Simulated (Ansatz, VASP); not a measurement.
## Ge: VASP beside Ansatz

```
Ge
1.0
     4.02269    0.00000    0.00000
    -2.01134    3.48375    0.00000
     0.00000    0.00000   18.86852
Ge
4
Direct
  0.33333 0.66667 0.27476
  0.66667 0.33333 0.23849
  0.11111 0.88889 0.51083
  0.77778 0.22222 0.47456
```

Alike in both runs: task single point; functional PBE; dispersion D3(BJ); k mesh 9 × 9 × 1; occupations gaussian, width 0.1 eV; no spin polarisation.

|  | VASP | Ansatz |
| --- | --- | --- |
| version | VASP 6.6.1 | Ansatz 0.2.0 |
| potentials or method | VASP PAW PBE potentials, release 64 (Ge_d), cutoff 520 eV | scalar-relativistic, plane waves, PAW |
| valence electrons in the cell | 56 | 56 |

```tsv
	VASP	Ansatz	Ansatz less VASP
gap on the k mesh at the Fermi level (eV)	0.23	0.23	0.000
least direct gap on the mesh (eV)	0.23	0.23	0.000
rms of the force components (eV/Å)	0.076	0.076	0.0000
```

Atom by atom the forces differ by 0.001 eV/Å (rms over components).
